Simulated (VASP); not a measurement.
CdAu:

```
Cd Au
1.0
     3.34000    0.00000    0.00000
     0.00000    3.34000    0.00000
     0.00000    0.00000    3.34000
Cd Au
1 1
Direct
  0.50000 0.50000 0.50000
  0.00000 0.00000 0.00000
```

| Property | Result |
| --- | --- |
| Program | VASP 6.6.1 |
| Task | relaxation of cell and atoms |
| Functional | LDA |
| Potentials or basis | VASP PAW LDA potentials, release 64 (Cd, Au) |
| Cutoff | 600 eV |
| k mesh | 12 × 12 × 12 |
| Occupations | gaussian, width 0.1 eV |
| Spin | no spin polarisation |

At the start: pressure -5.4 GPa; volume 18.63 Å³/atom.

**Question.** How do energy, volume and symmetry change on relaxing?

**Answer.** Over 6 steps the energy falls by 14.9 meV/atom and the volume is 17.79 Å³/atom (-4.5 %); space group Pm-3m (No. 221, to 0.1 Å) before and after.

The path:
| step | energy change (eV) | largest force (eV/Å) | pressure (GPa) | volume (Å³) |
| --- | --- | --- | --- | --- |
| 1 | 0.0000 | 0.0000 | -5.37 | 37.26 |
| 2 | 0.0025 | 0.0000 | 6.87 | 33.99 |
| 3 | -0.0297 | 0.0000 | -0.05 | 35.59 |
| 4 | -0.0297 | 0.0000 | 0.07 | 35.55 |
| 5 | -0.0297 | 0.0000 | -0.05 | 35.59 |
| 6 | -0.0297 | 0.0000 | 0.00 | 35.57 |

Final structure:
```
Cd Au
1.0
     3.28887    0.00000    0.00000
     0.00000    3.28887    0.00000
     0.00000    0.00000    3.28887
Cd Au
1 1
Direct
  0.50000 0.50000 0.50000
  0.00000 0.00000 0.00000
```
